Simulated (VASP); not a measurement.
Input of a VASP 6.6.1 run:

Contents of INCAR:

```
SYSTEM = Ta3N
PREC = Accurate
ENCUT = 520
EDIFF = 1E-8
ISMEAR = -1
SIGMA = 0.05
LREAL = .False.
LASPH = .True.
NELM = 60
ALGO = Normal
ISIF = 2
LWAVE = .False.
LCHARG = .True.
GGA = PS
IBRION = 8
NSW = 1
```

KPOINTS

```
regular mesh
0
Gamma
  8 8 4
  0 0 0
```

The input POSCAR:

```
Ta3N
1.0
    3.0322239879      0.0000000000      0.0000000000
   -1.5161119940      2.6259830035      0.0000000000
    0.0000000000      0.0000000000      7.5241370000
Ta N
3 1
Direct
    0.6666666667      0.3333333333      0.8260700000
    0.3333333333      0.6666666667      0.1739300000
    0.0000000000      0.0000000000      0.5000000000
    0.0000000000      0.0000000000      0.0000000000
```

Potentials or basis: VASP PAW PBE potentials, release 64 (Ta_pv, N).

Launch:

```bash
$ cat potpaw_PBE.64/Ta_pv/POTCAR potpaw_PBE.64/N/POTCAR > POTCAR
$ mpirun -np 1 vasp_std > vasp.out
```

**Question.** What does it give for the highest phonon frequency at Γ, LO-TO splitting left out?

**Answer.** 546 cm⁻¹.

Phonon frequencies in cm⁻¹ (negative: imaginary):
```tsv
q point	frequencies
(0.000, 0.000, 0.000)	0 0 0 31 31 93 93 159 177 498 498 546
```

Caveat: the cell wasn't relaxed at this level first, which shifts response properties.
